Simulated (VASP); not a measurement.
Set up this calculation in VASP 6.6.1, as the native input.

```
Task                   : single point
Functional             : PBEsol
Dispersion             : D3(BJ)
Potentials or basis    : VASP PAW PBE potentials, release 64 (C)
Cutoff                 : 520 eV
k mesh                 : 15 × 15 × 15
Occupations            : gaussian, width 0.05 eV
Spin                   : no spin polarisation
Dipole correction      : no
Further INCAR settings : ALGO = Normal; EDIFF = 1e-06; NBANDS = 11
```

The structure of C lies in POSCAR:

```
C
1.0
    1.2290461105      0.7095901028      3.2829684898
   -1.2290461105      0.7095901028      3.2829684898
    0.0000000000     -1.4191802055      3.2829684898
C
2
Direct
    0.1586674368      0.1586674368      0.1727600798
    0.8413325632      0.8413325632      0.8272399202
```

This cell differs from its parent crystal: atoms displaced along a vibrational mode.

These files were run (other wordings do the same):

INCAR

```
SYSTEM = C
  ALGO = Normal
  EDIFF = 1E-6
  ENCUT = 520
  GGA = PS
  ISIF = 2
  ISMEAR = 0
  IVDW = 12
  LASPH = .TRUE.
  LCHARG = .FALSE.
  LREAL = .FALSE.
  LWAVE = .FALSE.
  NBANDS = 11
  NELM = 80
  PREC = Accurate
  SIGMA = 0.05
```

KPOINTS

```
k-points
0
G
  15 15 15
  0 0 0
```

Potentials or basis: VASP PAW PBE potentials, release 64 (C).

Run with:

```sh
$ cat potpaw_PBE.64/C/POTCAR > POTCAR
$ mpirun -np 1 vasp_std > vasp.out
```

Results of the run:

```
Pressure                   : 1.2 GPa
Largest force              : 2.536 eV/Å
Dispersion energy per atom : -0.113 eV
```

Caveat: the cell differs from its parent crystal (atoms displaced along a vibrational mode); the PAW data sets were made with another functional, which shifts forces and pressure a little.

Run time: 5.2 min on 1 thread of AMD EPYC 7R13, with other jobs on the host, peak memory 0.24 GiB.
